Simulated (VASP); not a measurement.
A run of VASP 6.6.1 is set up as follows.

The input INCAR:

```
ALGO = Normal
EDIFF = 1E-6
ENCUT = 520
GGA = CA
ISIF = 2
ISMEAR = 0
LASPH = T
LCHARG = T
LELF = T
LREAL = F
LVHAR = T
LWAVE = F
NBANDS = 11
NELM = 60
PREC = Accurate
SIGMA = 0.1
```

File KPOINTS:

```
k-points
0
Gamma
  20 20 20
```

Contents of POSCAR:

```
Ca
1.0
    0.0000000000      2.6679273193      2.6679273193
    2.6679273193      0.0000000000      2.6679273193
    2.6679273193      2.6679273193      0.0000000000
Ca
1
Direct
    0.0000000000      0.0000000000      0.0000000000
```

Potentials or basis: VASP PAW LDA potentials, release 64 (Ca_sv).

Run with:

```console
$ cat potpaw_LDA.64/Ca_sv/POTCAR > POTCAR
$ mpirun -np 1 vasp_std > vasp.out
```

(1) Predict the pressure.

(2) Predict the band gap on the k mesh.

Answers

(1) 0.0 GPa.

(2) zero (bands 5 and 6 overlap by 0.13 eV).
